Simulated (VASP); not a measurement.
Here is a VASP 6.6.1 calculation.

INCAR

```
SYSTEM = Sn3Te
PREC = Accurate
ENCUT = 600
EDIFF = 1E-7
ISMEAR = -1
SIGMA = 0.05
LREAL = .FALSE.
LASPH = .TRUE.
NELM = 100
ALGO = Normal
ISIF = 3
LWAVE = .FALSE.
LCHARG = .FALSE.
GGA = PS
IBRION = 2
NSW = 60
EDIFFG = -0.01
PSTRESS = 100.0
```

The input KPOINTS:

```
regular mesh
0
G
  6 6 6
  0 0 0
```

Contents of POSCAR:

```
Sn3Te
1.0
    4.8656220000      0.0000000000      0.0000000000
    0.0000000000      4.8656220000      0.0000000000
    0.0000000000      0.0000000000      4.8656220000
Te Sn
1 3
Direct
    0.0000000000      0.0000000000      0.0000000000
    0.0000000000      0.5000000000      0.5000000000
    0.5000000000      0.0000000000      0.5000000000
    0.5000000000      0.5000000000      0.0000000000
```

Potentials or basis: VASP PAW PBE potentials, release 64 (Te, Sn_d).

The run is started by

```bash
$ cat potpaw_PBE.64/Te/POTCAR potpaw_PBE.64/Sn_d/POTCAR > POTCAR
$ mpirun -np 1 vasp_std > vasp.out
```

(1) What does it give for the relaxed volume?

(2) What does it give for the relaxed cell?

Results:

(1) 23.71 Å³/atom.

(2) a = 4.560 Å, b = 4.560 Å, c = 4.560 Å, α = 90.00°, β = 90.00°, γ = 90.00°.

Caveat: the cell is relaxed towards a set pressure, so the run minimises the enthalpy, not the energy; the volume moved by over 15 % at a fixed basis, so the end points are rough; the PAW data sets were made with another functional, which shifts forces and pressure a little.
